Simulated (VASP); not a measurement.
## Pd: single point with PBEsol

The system is Pd.

```
Pd
1.0
    -0.61492    1.69102    1.69102
     1.69102   -0.61492    1.69102
     1.69102    1.69102   -0.61492
Pd
1
Direct
  0.00000 0.00000 0.00000
```

This cell differs from its parent crystal: ratio of the length along [111] to the lengths across it x 0.6, volume and fractional coordinates fixed.

```json
{
  "Program": "VASP 6.6.1",
  "Task": "single point",
  "Functional": "PBEsol",
  "Potentials or basis": "VASP PAW PBE potentials, release 64 (Pd)",
  "Cutoff": "520 eV",
  "k mesh": "24 × 24 × 24",
  "Occupations": "gaussian, width 0.15 eV",
  "Spin": "no spin polarisation"
}
```

```json
{
 "Pressure": "25.1 GPa",
 "Band gap on the k mesh": "zero (band 5 reaches 11.49 eV, above the bottom of band 6 at 8.64 eV)"
}
```

Stress tensor (GPa, compression positive):
```
25.10  5.41  5.41
 5.41 25.10  5.41
 5.41  5.41 25.10
```

Levels at points of the mesh, in eV from the Fermi level:
```
           k point  band 3  band 4  band 5  band 6  band 7  band 8
(0.00, 0.00, 0.00)   -5.55   -0.04   -0.04    0.04   16.81   18.59
(0.50, 0.00, 0.00)   -1.79   -1.38   -0.11    0.11    6.15   18.85
(0.50, 0.50, 0.00)   -1.31   -1.21    1.57    4.57    7.48   12.37
(0.50, 0.50, 0.50)   -4.55    1.62    1.62    8.16   12.34   14.54
```

Run time: 58 s on 1 thread of Intel(R) Xeon(R) 6975P-C (Granite Rapids) (shared host), peak memory 0.3 GiB.

Caveat: the PAW data sets were made with another functional, which shifts forces and pressure a little.
